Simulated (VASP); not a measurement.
# ScPt (R-3m) in VASP: further runs, part 2 of 2

VASP 6.6.1. Earlier steps stand in the parts before.

## Step 3: Electric field gradients, LDA (equal xy, yz and zx shear strains of -2 %)

The input, INCAR:

```
ALGO = Normal
EDIFF = 1E-8
ENCUT = 520
GGA = CA
ISIF = 2
ISMEAR = -1
LASPH = True
LCHARG = False
LEFG = True
LREAL = False
LWAVE = False
NBANDS = 18
NELM = 80
PREC = Accurate
SIGMA = 0.05
```

The input, KPOINTS:

```
k-points
0
Gamma
  10 10 10
```

The input, POSCAR:

```
ScPt
1.0
    3.2700000000     -0.0327000000     -0.0327000000
   -0.0327000000      3.2700000000     -0.0327000000
   -0.0327000000     -0.0327000000      3.2700000000
Sc Pt
1 1
Direct
    0.5000000000      0.5000000000      0.5000000000
    0.0000000000      0.0000000000      0.0000000000
```

Potentials or basis: VASP PAW LDA potentials, release 64 (Sc_sv, Pt).

Command:

```sh
$ cat potpaw_LDA.64/Sc_sv/POTCAR potpaw_LDA.64/Pt/POTCAR > POTCAR
$ mpirun -np 1 vasp_std > vasp.out
```

OUTCAR:

```text
EDIFF = 1E-8
   ENCUT = 520
   GGA = CA
   ISIF = 2
   ISMEAR = -1
   LASPH = True
   LREAL = False
   NELM = 80
   PREC = Accurate

 ion  position               nearest neighbor table
   1  0.500  0.500  0.500-   2 2.78   2 2.78   2 2.85   2 2.85   2 2.85   2 2.85   2 2.85   2 2.85

   2  0.000  0.000  0.000-   1 2.78   1 2.78   1 2.85   1 2.85   1 2.85   1 2.85   1 2.85   1 2.85

  LATTYP: Found a trigonal (rhomboedric) cell.
 ALAT       =     3.2703269837
 COS(alpha) =    -0.0198960208

  Lattice vectors:

 A1 = (   3.2700000000,  -0.0327000000,  -0.0327000000)
 A2 = (  -0.0327000000,   3.2700000000,  -0.0327000000)
 A3 = (  -0.0327000000,  -0.0327000000,   3.2700000000)

Analysis of symmetry for initial positions (statically):
=====================================================================
 Subroutine PRICEL returns:
 Original cell was already a primitive cell.

 Routine SETGRP: Setting up the symmetry group for a
 trigonal (rhombohedral) supercell.

[... 693 lines left out ...]
     3.270000000 -0.032700000 -0.032700000     0.305872190  0.003089618  0.003089618
    -0.032700000  3.270000000 -0.032700000     0.003089618  0.305872190  0.003089618
    -0.032700000 -0.032700000  3.270000000     0.003089618  0.003089618  0.305872190

 POSITION                                       TOTAL-FORCE (eV/Angst)
 -----------------------------------------------------------------------------------
      1.60230      1.60230      1.60230         0.000000     -0.000000     -0.000000
      0.00000      0.00000      0.00000        -0.000000      0.000000      0.000000
 -----------------------------------------------------------------------------------
    total drift:                                0.000000      0.000000     -0.000000

  FREE ENERGIE OF THE ION-ELECTRON SYSTEM (eV)
  ---------------------------------------------------
  free  energy   TOTEN  =       -16.6468485252 eV

  energy  without entropy=      -16.6324004982  energy(sigma->0) =      -16.63962451

 Electric field gradients (V/A^2)
---------------------------------------------------------------------
 ion       V_xx      V_yy      V_zz      V_xy      V_xz      V_yz
---------------------------------------------------------------------
   1       0.000    -0.000    -0.000    -1.380    -1.380    -1.380
   2       0.000     0.000    -0.000    12.116    12.116    12.116
---------------------------------------------------------------------

 Electric field gradients after diagonalization (V/A^2)
 (convention: |V_zz| > |V_xx| > |V_yy|)
----------------------------------------------------------------------
 ion       V_xx      V_yy      V_zz     asymmetry (V_yy - V_xx)/ V_zz
----------------------------------------------------------------------
   1       1.380     1.380    -2.759       0.000
   2     -12.116   -12.116    24.232       0.000
----------------------------------------------------------------------

           NMR quadrupolar parameters

 Cq : quadrupolar parameter    Cq=e*Q*V_zz/h
 eta: asymmetry parameters     (V_yy - V_xx)/ V_zz
 Q  : nuclear electric quadrupole moment in mb (millibarn)
----------------------------------------------------------------------
 ion       Cq(MHz)       eta       Q (mb)
----------------------------------------------------------------------
   1      -0.007       0.000       1.000
   2       0.059       0.000       1.000
----------------------------------------------------------------------
```

Wall time 23 s (1 thread of AMD EPYC 9R45 (Zen 5), shared host); peak memory 0.16 GiB.

What came out:

| Item | Value |
| --- | --- |
| Free energy | -16.6468 eV |
| Pressure | -4.7 GPa |
| Band gap on the k mesh | zero (an odd number of electrons rules out a gap without spin polarisation) |
| Largest electric field gradient by atom | Sc -2.8; Pt +24.2 V/Å² |

Electric field gradients, principal values (V/Å²):
| atom | least | middle | greatest (by size) |
| --- | --- | --- | --- |
| 1 Sc | 1.380 | 1.380 | -2.759 |
| 2 Pt | -12.116 | -12.116 | 24.232 |

Caveat: the cell differs from its parent crystal (equal xy, yz and zx shear strains of -2 %); the cell stands under tension; without QUAD_EFG the Cq values of the log hold for a quadrupole moment of 1 mb, not for the nuclei; spin-orbit coupling is left out, which moves the levels of the heavy elements.

## Step 4: Electric field gradients, LDA (equal xy, yz and zx shear strains of -1 %)

The input, INCAR:

```
ALGO     = Normal         # electronic algorithm
EDIFF    = 1E-8           # SCF threshold, eV
ENCUT    = 520            # plane-wave cutoff, eV
ISIF     = 2              # what is computed and relaxed
ISMEAR   = -1             # smearing method
LASPH    = T              # aspherical terms in the spheres
LCHARG   = F              # write CHGCAR
LEFG     = T            
LREAL    = F              # projectors in reciprocal space
LWAVE    = F              # write WAVECAR
NBANDS   = 18             # bands
NELM     = 80             # most SCF steps
PREC     = Accurate       # precision mode
SIGMA    = 0.05           # smearing width, eV
```

KPOINTS is that of step 3.

The input, POSCAR:

```
ScPt
1.0
    3.2700000000     -0.0163500000     -0.0163500000
   -0.0163500000      3.2700000000     -0.0163500000
   -0.0163500000     -0.0163500000      3.2700000000
Sc Pt
1 1
Direct
    0.5000000000      0.5000000000      0.5000000000
    0.0000000000      0.0000000000      0.0000000000
```

Potentials or basis: VASP PAW LDA potentials, release 64 (Sc_sv, Pt).

Command:

```sh
$ cat potpaw_LDA.64/Sc_sv/POTCAR potpaw_LDA.64/Pt/POTCAR > POTCAR
$ mpirun -np 1 vasp_std > vasp.out
```

OUTCAR:

```text
EDIFF = 1E-8
   ENCUT = 520
   ISIF = 2
   ISMEAR = -1
   LASPH = T
   LREAL = F
   NELM = 80
   PREC = Accurate

 ion  position               nearest neighbor table
   1  0.500  0.500  0.500-   2 2.80   2 2.80   2 2.84   2 2.84   2 2.84   2 2.84   2 2.84   2 2.84

   2  0.000  0.000  0.000-   1 2.80   1 2.80   1 2.84   1 2.84   1 2.84   1 2.84   1 2.84   1 2.84

  LATTYP: Found a trigonal (rhomboedric) cell.
 ALAT       =     3.2700817490
 COS(alpha) =    -0.0099745013

  Lattice vectors:

 A1 = (   3.2700000000,  -0.0163500000,  -0.0163500000)
 A2 = (  -0.0163500000,   3.2700000000,  -0.0163500000)
 A3 = (  -0.0163500000,  -0.0163500000,   3.2700000000)

Analysis of symmetry for initial positions (statically):
=====================================================================
 Subroutine PRICEL returns:
 Original cell was already a primitive cell.

 Routine SETGRP: Setting up the symmetry group for a
[... 693 lines left out ...]
  volume of cell :       34.96
      direct lattice vectors                 reciprocal lattice vectors
     3.270000000 -0.016350000 -0.016350000     0.305825766  0.001536813  0.001536813
    -0.016350000  3.270000000 -0.016350000     0.001536813  0.305825766  0.001536813
    -0.016350000 -0.016350000  3.270000000     0.001536813  0.001536813  0.305825766

 POSITION                                       TOTAL-FORCE (eV/Angst)
 -----------------------------------------------------------------------------------
      1.61865      1.61865      1.61865        -0.000000      0.000000      0.000000
      0.00000      0.00000      0.00000         0.000000     -0.000000      0.000000
 -----------------------------------------------------------------------------------
    total drift:                                0.000000      0.000000     -0.000000

  FREE ENERGIE OF THE ION-ELECTRON SYSTEM (eV)
  ---------------------------------------------------
  free  energy   TOTEN  =       -16.6518301098 eV

  energy  without entropy=      -16.6371759389  energy(sigma->0) =      -16.64450302

 Electric field gradients (V/A^2)
---------------------------------------------------------------------
 ion       V_xx      V_yy      V_zz      V_xy      V_xz      V_yz
---------------------------------------------------------------------
   1       0.000     0.000     0.000    -0.666    -0.666    -0.666
   2       0.000     0.000     0.000     6.009     6.009     6.009
---------------------------------------------------------------------

 Electric field gradients after diagonalization (V/A^2)
 (convention: |V_zz| > |V_xx| > |V_yy|)
----------------------------------------------------------------------
 ion       V_xx      V_yy      V_zz     asymmetry (V_yy - V_xx)/ V_zz
----------------------------------------------------------------------
   1       0.666     0.666    -1.332       0.000
   2      -6.009    -6.009    12.019       0.000
----------------------------------------------------------------------

           NMR quadrupolar parameters

 Cq : quadrupolar parameter    Cq=e*Q*V_zz/h
 eta: asymmetry parameters     (V_yy - V_xx)/ V_zz
 Q  : nuclear electric quadrupole moment in mb (millibarn)
----------------------------------------------------------------------
 ion       Cq(MHz)       eta       Q (mb)
----------------------------------------------------------------------
   1      -0.003       0.000       1.000
   2       0.029       0.000       1.000
----------------------------------------------------------------------
```

stdout:

```text
POSCAR found type information on POSCAR ScPt
 POSCAR found :  2 types and       2 ions
 scaLAPACK will be used
 LDA part: xc-table for (Slater(with rela. corr.)+CA(PZ))
 , standard interpolation
 POSCAR, INCAR and KPOINTS ok, starting setup
 FFT: planning ... GRIDC
 FFT: planning ... GRID_SOFT
 FFT: planning ... GRID
 WAVECAR not read
 entering main loop
ion   1

ion   2
```

Wall time 24 s (1 thread of AMD EPYC 9R45 (Zen 5), shared host); peak memory 0.16 GiB.

Results:

| Property | Result |
| --- | --- |
| Free energy | -16.6518 eV |
| Pressure | -4.8 GPa |
| Band gap on the k mesh | zero (an odd number of electrons rules out a gap without spin polarisation) |
| Largest electric field gradient by atom | Sc -1.3; Pt +12.0 V/Å² |

Electric field gradients, principal values (V/Å²):
```csv
atom,least,middle,greatest (by size)
1 Sc,0.666,0.666,-1.332
2 Pt,-6.009,-6.009,12.019
```

Caveat: the cell differs from its parent crystal (equal xy, yz and zx shear strains of -1 %); the cell stands under tension; without QUAD_EFG the Cq values of the log hold for a quadrupole moment of 1 mb, not for the nuclei; spin-orbit coupling is left out, which moves the levels of the heavy elements.
